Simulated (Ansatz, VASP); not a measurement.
Al3GaN4: VASP beside Ansatz

The input INCAR:

```
SYSTEM = Al3GaN4
  ALGO = Normal
  EDIFF = 1E-7
  ENCUT = 520
  GGA = PS
  ISIF = 2
  ISMEAR = 0
  LASPH = .True.
  LCHARG = .True.
  LELF = .True.
  LREAL = .False.
  LVHAR = .True.
  LWAVE = .False.
  NBANDS = 31
  NELM = 60
  PREC = Accurate
  SIGMA = 0.05
```

File KPOINTS:

```
k-points
0
Gamma
  6 6 6
  0 0 0
```

Contents of POSCAR:

```
Al3GaN4
1.0
    4.2433197539      0.0000000000      0.0000000000
    0.0000000000      4.2433197539      0.0000000000
    0.0000000000      0.0000000000      3.9933882204
Al Ga N
3 1 4
Direct
    0.5000000000      0.5000000000      0.0000000000
    0.5000000000      0.0000000000      0.5000000000
    0.0000000000      0.5000000000      0.5000000000
    0.0000000000      0.0000000000      0.0000000000
    0.7447140287      0.7447140287      0.2552859713
    0.7447140287      0.2552859713      0.7447140287
    0.2552859713      0.7447140287      0.7447140287
    0.2552859713      0.2552859713      0.2552859713
```

Input for Ansatz:

```yaml
crystal:
  lattice:
    - [4.2433197539, 0.0, 0.0]
    - [0.0, 4.2433197539, 0.0]
    - [0.0, 0.0, 3.9933882204]
  atoms:
    - { symbol: Al, position: [0.5, 0.5, 0.0] }
    - { symbol: Al, position: [0.5, 0.0, 0.5] }
    - { symbol: Al, position: [0.0, 0.5, 0.5] }
    - { symbol: Ga, position: [0.0, 0.0, 0.0] }
    - { symbol: "N", position: [0.7447140287, 0.7447140287, 0.2552859713] }
    - { symbol: "N", position: [0.7447140287, 0.2552859713, 0.7447140287] }
    - { symbol: "N", position: [0.2552859713, 0.7447140287, 0.7447140287] }
    - { symbol: "N", position: [0.2552859713, 0.2552859713, 0.2552859713] }
basis:
  ecutwfc: 520.0
kpoints:
  mp_grid: { grid: [6, 6, 6] }
hamiltonian:
  xc: pbesol
scf:
  occupations: { method: gaussian, width: 0.05 }
output:
  forces: true
  stress: true
  eigenvalues: true
```

Alike in both runs: task single point; functional PBEsol; k mesh 6 × 6 × 6; occupations gaussian, width 0.05 eV; no spin polarisation.

|  | VASP | Ansatz |
| --- | --- | --- |
| version | VASP 6.6.1 | Ansatz 0.2.0 |
| potentials or method | VASP PAW PBE potentials, release 64 (Al, Ga_d, N), cutoff 520 eV | scalar-relativistic, plane waves, PAW |
| valence electrons in the cell | 42 | 42 |

|  | VASP | Ansatz | Ansatz less VASP |
| --- | --- | --- | --- |
| gap on the k mesh at the Fermi level (eV) | 3.06 | 3.07 | +0.007 |
| least direct gap on the mesh (eV) | 3.06 | 3.07 | +0.007 |
| rms of the force components (eV/Å) | 0.047 | 0.057 | +0.0097 |

VASP's potentials were made for PBE, not for PBEsol. Atom by atom the forces differ by 0.017 eV/Å (rms over components).
